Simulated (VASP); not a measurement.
Crystal: RbBr.

```xyz
2
Lattice="4.1243 0.0000 0.0000 0.0000 4.1243 0.0000 0.0000 0.0000 4.1243" Properties=species:S:1:pos:R:3 pbc="T T T"
Rb    0.0000    0.0000    0.0000
Br    2.0621    2.0621    2.0621
```

Base run:

| Item | Value |
| --- | --- |
| Program | VASP 6.6.1 |
| Functional | PBE |
| Potentials or basis | VASP PAW PBE potentials, release 64 (Rb_sv, Br) |
| Cutoff | 500 eV |
| k mesh | 4 × 4 × 4 |
| Occupations | methfessel-paxton, width 0.001 eV |
| Spin | no spin polarisation |

Its results: band gap on the k mesh 4.08 eV, indirect (least direct gap 4.24 eV); pressure 0.9 GPa.

Q: The run is repeated on the same cell with these changes: functional from PBE to PBEsol; occupations from methfessel-paxton, width 0.001 eV to gaussian, width 0.01 eV. What comes out?

A: Band gap on the k mesh 3.91 eV, indirect (least direct gap 4.06 eV); pressure -0.5 GPa.

Caveats: the PAW data sets were made with another functional, which shifts forces and pressure a little (some runs).

A k mesh can miss the band edges.
